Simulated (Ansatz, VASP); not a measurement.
**Two plane-wave programs on AlN**

```xyz
8
Lattice="-1.6567 2.8696 0.0000 0.0000 0.0000 4.1875 4.9702 2.8696 0.0000" Properties=species:S:1:pos:R:3 pbc="T T T"
Al   -0.2520    1.9130    3.1406
Al    3.3135    1.9130    3.1406
Al    1.6567    0.9565    1.0469
Al    3.3135    3.8261    1.0469
N     0.0000    1.9130    1.0469
N     3.3135    1.9130    1.0469
N     1.6567    0.9565    3.1406
N     3.3135    3.8261    3.1406
```

Alike in both runs: task single point; functional PBE; k mesh 8 × 6 × 4; occupations gaussian, width 0.05 eV; no spin polarisation.

```csv
,VASP,Ansatz
version,VASP 6.6.1,Ansatz 0.2.0
potentials or method,"VASP PAW PBE potentials, release 64 (Al, N), cutoff 520 eV","scalar-relativistic, plane waves, PAW"
valence electrons in the cell,32,32
```

Ansatz gave:

```
gap on the k mesh at the Fermi level (eV)                     : 2.99
least direct gap on the mesh (eV)                             : 2.99
pressure (GPa)                                                : 2.7
traceless stress, the component that is largest in VASP (GPa) : 6.24
rms of the force components (eV/Å)                            : 1.521
```

**Question.** Estimate VASP's values.

**Answer.** gap on the k mesh at the Fermi level (eV): 3.00; least direct gap on the mesh (eV): 3.00; pressure (GPa): 2.6; traceless stress, the component that is largest in VASP (GPa): 6.27; rms of the force components (eV/Å): 1.522.

Atom by atom the forces differ by 0.003 eV/Å (rms over components). With one functional, cell and mesh, what is left measures potentials, basis and numerics.
